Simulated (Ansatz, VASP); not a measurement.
**Be: VASP beside Ansatz**

Contents of INCAR:

```
ALGO = Normal
EDIFF = 1E-6
ENCUT = 520
GGA = PE
ISIF = 2
ISMEAR = -1
LASPH = True
LCHARG = False
LREAL = False
LWAVE = False
NBANDS = 9
NELM = 100
PREC = Accurate
SIGMA = 0.05
```

KPOINTS

```
k-points
0
Gamma
  20 20 11
```

Contents of POSCAR:

```
Be
1.0
    2.3297620601      0.0000000000      0.0000000000
   -1.1648810301      2.0176331288      0.0000000000
    0.0000000000      0.0000000000      3.6482856972
Be
2
Direct
    0.3333333333      0.6666666667      0.2500000000
    0.6666666667      0.3333333333      0.7500000000
```

Input for Ansatz:

```yaml
crystal:
  lattice:
    - [2.3297620601, 0.0, 0.0]
    - [-1.1648810301, 2.0176331288, 0.0]
    - [0.0, 0.0, 3.6482856972]
  atoms:
    - { symbol: Be, position: [0.3333333333, 0.6666666667, 0.25] }
    - { symbol: Be, position: [0.6666666667, 0.3333333333, 0.75] }
kpoints:
  mp_grid: { grid: [20, 20, 11] }
scf:
  occupations: { method: fermi_dirac, width: 0.05 }
hamiltonian:
  xc: pbe
  pseudopotentials: { kind: all_electron, lapw: { basis_error: 0.001 } }
output:
  forces: true
  stress: true
  eigenvalues: true
```

Change from the starting cell: volume scaled by 1.04.

Alike in both runs: task single point; functional PBE; k mesh 20 × 20 × 11; occupations fermi-dirac, width 0.05 eV; no spin polarisation.

|  | VASP | Ansatz |
| --- | --- | --- |
| version | VASP 6.6.1 | Ansatz 0.2.0 |
| potentials or method | VASP PAW PBE potentials, release 64 (Be), cutoff 520 eV | all-electron LAPW, scalar-relativistic |

VASP gave:

- pressure (GPa): -8.5
- traceless stress, the component that is largest in VASP (GPa): -0.45

Q: Estimate Ansatz's values.

A: Pressure (GPa): -8.7; traceless stress, the component that is largest in VASP (GPa): -0.46.

Ansatz ran all-electron here, and VASP with PAW potentials.
